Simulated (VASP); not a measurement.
Crystal: LuNO.

```
Lu N O
1.0
     3.80358    0.00000    0.00000
    -1.90179    3.29400    0.00000
     0.00000    0.00000    4.19308
Lu N O
1 1 1
Direct
  0.00000 0.00000 0.50000
  0.66667 0.33333 0.00000
  0.33333 0.66667 0.50000
```

| Property | Result |
| --- | --- |
| Program | VASP 6.6.1 |
| Task | relaxation of cell and atoms |
| Functional | PBE |
| Potentials or basis | VASP PAW PBE potentials, release 64 (Lu, N, O) |
| Cutoff | 600 eV |
| k mesh | 6 × 6 × 4 |
| Occupations | gaussian, width 0.1 eV |
| Spin | no spin polarisation |

At the start: pressure -14.8 GPa; volume 17.51 Å³/atom.

Problem. How do energy, volume and symmetry change on relaxing?

Solution. Over 9 steps the energy falls by 261.1 meV/atom and the volume is 13.06 Å³/atom (-25.4 %); space group P-6m2 (No. 187, to 0.05 Å).

The path:
```csv
step,energy change (eV),largest force (eV/Å),pressure (GPa),volume (Å³)
1,0.0000,0.0000,-14.77,52.54
2,-0.3553,0.0000,8.56,41.19
3,-0.4470,0.0000,-0.17,44.22
4,-0.6599,0.0000,-0.17,41.69
5,-0.5123,0.0000,9.94,34.73
6,-0.7722,0.0000,1.91,39.22
7,-0.7776,0.0000,2.42,38.56
8,-0.7746,0.0000,-2.91,39.97
9,-0.7832,0.0000,-0.12,39.19
```

Final structure:
```
CELL_PARAMETERS angstrom
3.64082 0.00000 0.00000
-1.82041 3.15305 0.00000
0.00000 0.00000 3.41345
ATOMIC_POSITIONS crystal
Lu 0.00000 0.00000 0.50000
N 0.66667 0.33333 0.00000
O 0.33333 0.66667 0.50000
```

Caveat: the k points lie up to 0.46 Å⁻¹ apart in the final cell; the volume moved by over 15 % at a fixed basis, so the end points are rough.
